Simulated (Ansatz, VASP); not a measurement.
## KCl: VASP beside Ansatz

The input POSCAR:

```
KCl
1.0
    3.3104486300      3.3104486300      0.0000000000
   -3.3104486300      3.3104486300      0.0000000000
    0.0000000000      3.3104486300      3.3104486300
K Cl
1 1
Direct
    0.0000000000      0.0000000000      0.0000000000
    0.5000000000      0.5000000000      0.0000000000
```

File INCAR.step1:

```
PREC = Accurate ; ENCUT = 520
ISMEAR = 0 ; SIGMA = 0.01
LREAL = F ; LASPH = T
NELM = 60 ; NBANDS = 15
GGA = PE ; ALGO = Normal
EDIFF = 1E-4 ; LWAVE = T
LCHARG = F
```

The input INCAR.step2:

```
PREC = Accurate ; ENCUT = 520
EDIFF = 1E-6 ; ISMEAR = 0
SIGMA = 0.01 ; LREAL = F
LASPH = T ; NELM = 60
ALGO = Normal ; ISIF = 2
LWAVE = F ; LCHARG = F
METAGGA = R2SCAN ; LMIXTAU = T
NBANDS = 15 ; ISTART = 1
```

KPOINTS

```
Automatic mesh
0
Gamma
  6 6 6
```

Input for Ansatz:

```yaml
crystal:
  lattice:
    - [3.31044862997, 3.31044862997, 0.0]
    - [-3.31044862997, 3.31044862997, 0.0]
    - [0.0, 3.31044862997, 3.31044862997]
  atoms:
    - { symbol: K, position: [0.0, 0.0, 0.0] }
    - { symbol: Cl, position: [0.5, 0.5, 0.0] }
kpoints:
  mp_grid: { grid: [6, 6, 6] }
scf:
  occupations: { method: fixed }
  convergence: { dr2_threshold: 1.0e-10 }
hamiltonian:
  xc: r2scan
  pseudopotentials: { kind: paw }
output:
  forces: true
  stress: true
  eigenstates:
    kpoints:
      - [0.0, 0.0, 0.0]
      - [-0.5, -0.5, -0.5]
      - [-0.5, 0.5, 0.0]
      - [0.0, 0.0, -0.5]
      - [0.0, -0.5, -0.5]
      - [0.0, 0.5, 0.0]
      - [-0.5, 0.0, 0.0]
      - [-0.5, 0.0, -0.5]
  eigenvalues: true
```

Alike in both runs: task single point; functional r2SCAN; k mesh 6 × 6 × 6; no spin polarisation.

|  | VASP | Ansatz |
| --- | --- | --- |
| version | VASP 6.6.1 | Ansatz 0.2.0 |
| potentials or method | VASP PAW PBE potentials, release 64 (K_sv, Cl) | PAW with Ansatz's default frozen-core files, scalar-relativistic |
| plane-wave cutoff (eV) | 520 | 500 |
| occupations | gaussian, width 0.01 eV | fixed |
| valence electrons in the cell | 16 | 16 |

Ansatz gave:

| Quantity | Value |
| --- | --- |
| gap on the k mesh at the Fermi level (eV) | 5.33 |
| pressure (GPa) | -2.0 |

Task: What did VASP give for the same quantities?

Result: gap on the k mesh at the Fermi level (eV): 5.34; pressure (GPa): -2.0.

VASP's potentials were made for PBE, not for r2SCAN.
